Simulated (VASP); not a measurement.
PbS:

```
CELL_PARAMETERS angstrom
3.65366 0.00000 0.00000
0.00000 3.65366 0.00000
0.00000 0.00000 3.65366
ATOMIC_POSITIONS crystal
Pb 0.00000 0.00000 0.00000
S 0.50000 0.50000 0.50000
```

* Program: VASP 6.6.1
* Task: relaxation of cell and atoms
* Functional: PBEsol
* Dispersion: D3(BJ)
* Potentials or basis: VASP PAW PBE potentials, release 64 (Pb_d, S)
* Cutoff: 600 eV
* k mesh: 7 × 7 × 7
* Occupations: fermi-dirac, width 0.05 eV
* Spin: no spin polarisation

At the start: pressure -5.9 GPa; volume 24.39 Å³/atom.

Where does the relaxation end?

Over 3 steps the energy falls by 52.1 meV/atom and the volume is 21.89 Å³/atom (-10.2 %); space group Pm-3m (No. 221, to 0.05 Å).

Step by step:
```
step  energy change (eV)  largest force (eV/Å)  pressure (GPa)  volume (Å³)
   1              0.0000                0.0000           -5.91        48.77
   2             -0.0975                0.0000            2.02        42.70
   3             -0.1042                0.0000            0.03        43.78
```

Final structure:
```xyz
2
Lattice="3.5244 0.0000 0.0000 0.0000 3.5244 0.0000 0.0000 0.0000 3.5244" Properties=species:S:1:pos:R:3 pbc="T T T"
Pb    0.0000    0.0000    0.0000
S     1.7622    1.7622    1.7622
```

Caveat: the PAW data sets were made with another functional, which shifts forces and pressure a little; pairwise dispersion overbinds metals, which lowers pressure and volume.
